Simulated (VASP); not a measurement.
Runs of VASP 6.6.1 on Cr3Cd. The structure is that of space group Pm-3m (No. 221), or close to it. The cells are those of the table. 

```tsv
task	cell	k mesh	cutoff (eV)	gap on the mesh (eV)	pressure (GPa)	relaxed volume (Å³/atom)
relaxation of cell and atoms	relaxed from a = 3.864 Å, 4 atoms	4 × 4 × 4	600	none	-0.1	13.60
single point	a = 3.785 Å, 4 atoms	4 × 4 × 4	520	none	0.5	-
relaxation of cell and atoms	relaxed from a = 3.785 Å, 4 atoms	12 × 12 × 12	600	none	0.0	(a)
single point	a = 3.783 Å, 4 atoms	12 × 12 × 12	520	none	0.6	-
```

Alike in all rows: level PBE; potentials or basis VASP PAW PBE potentials, release 64 (Cr_pv, Cd); no spin polarisation; smearing gaussian 0.1 eV.

**Question.** Estimate the missing entries.

**Answer.** (a) 13.57.

Caveats: some runs use coarse meshes; the run has no spin polarisation, though such a crystal can be magnetic.

A k mesh can miss the band edges, and the runs leave out spin-orbit coupling on Cd.

A gap of «none» marks levels without a gap at the run's occupations.
